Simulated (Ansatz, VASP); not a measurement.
One calculation of Pd, two programs

File INCAR:

```
PREC     = Accurate       # precision mode
ENCUT    = 520            # plane-wave cutoff, eV
EDIFF    = 1E-7           # SCF threshold, eV
ISMEAR   = -1             # smearing method
SIGMA    = 0.05           # smearing width, eV
LREAL    = F              # projectors in reciprocal space
LASPH    = T              # aspherical terms in the spheres
NELM     = 80             # most SCF steps
ALGO     = Normal         # electronic algorithm
ISIF     = 2              # what is computed and relaxed
LWAVE    = F              # write WAVECAR
LCHARG   = T              # write CHGCAR
GGA      = PS             # functional
LELF     = T              # ELF
LVHAR    = T            
NBANDS   = 11             # bands
```

The input KPOINTS:

```
regular mesh
0
Gamma
  19 19 19
```

The input POSCAR:

```
Pd
1.0
    0.0000000000      1.7371890226      1.7371890226
    1.7371890226      0.0000000000      1.7371890226
    1.7371890226      1.7371890226      0.0000000000
Pd
1
Direct
    0.0000000000      0.0000000000      0.0000000000
```

Input for Ansatz:

```yaml
crystal:
  lattice:
    - [0.0, 1.7371890226, 1.7371890226]
    - [1.7371890226, 0.0, 1.7371890226]
    - [1.7371890226, 1.7371890226, 0.0]
  atoms:
    - { symbol: Pd, position: [0.0, 0.0, 0.0] }
kpoints:
  mp_grid: { grid: [19, 19, 19] }
scf:
  occupations: { method: fermi_dirac, width: 0.05 }
hamiltonian:
  xc: pbesol
  pseudopotentials: { kind: all_electron, lapw: { basis_error: 0.001 } }
output:
  forces: true
  stress: true
  eigenvalues: true
  populations: true
```

Change from the starting cell: volume scaled by 0.72, LAPW.

Alike in both runs: task single point; functional PBEsol; k mesh 19 × 19 × 19; occupations fermi-dirac, width 0.05 eV; no spin polarisation.

```csv
,VASP,Ansatz
version,VASP 6.6.1,Ansatz 0.2.0
potentials or method,"VASP PAW PBE potentials, release 64 (Pd), cutoff 520 eV","all-electron LAPW, scalar-relativistic"
```

|  | VASP | Ansatz | Ansatz less VASP |
| --- | --- | --- | --- |
| pressure (GPa) | 159.4 | 159.8 | +0.41 |

VASP's potentials were made for PBE, not for PBEsol. Both programs put the cell under a high pressure, so it lies far from rest at this level. Ansatz ran all-electron here, and VASP with PAW potentials.

Noted on VASP's run: the cell as given lies far from equilibrium.
